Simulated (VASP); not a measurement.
As: single point with PBE

Crystal: As.

```
As
1.0
     2.70368    0.00000    0.00000
     0.00000    2.70368    0.00000
     0.00000    0.00000    2.70368
As
1
Direct
  0.50000 0.50000 0.50000
```

```
Program             : VASP 6.6.1
Task                : single point
Functional          : PBE
Potentials or basis : VASP PAW PBE potentials, release 64 (As)
Cutoff              : 520 eV
k mesh              : 10 × 10 × 10
Occupations         : gaussian, width 0.021 eV
Spin                : no spin polarisation
```

The pressure is 2.5 GPa.

Levels at points of the mesh, in eV from the Fermi level:
| k point | band 1 | band 2 | band 3 | band 4 | band 5 |
| --- | --- | --- | --- | --- | --- |
| (0.00, 0.00, 0.00) | -14.96 | 4.18 | 4.18 | 4.18 | 8.52 |
| (0.50, 0.00, 0.00) | -11.82 | -6.92 | 6.47 | 6.47 | 11.19 |
| (0.50, 0.50, 0.00) | -8.53 | -4.25 | -4.25 | 2.53 | 8.64 |
| (0.50, 0.50, 0.50) | -4.90 | -1.80 | -1.80 | -1.80 | 5.96 |

Wall time 4.9 s on 1 thread of Intel(R) Xeon(R) Platinum 8488C (Sapphire Rapids) (shared host), peak memory 0.12 GiB.
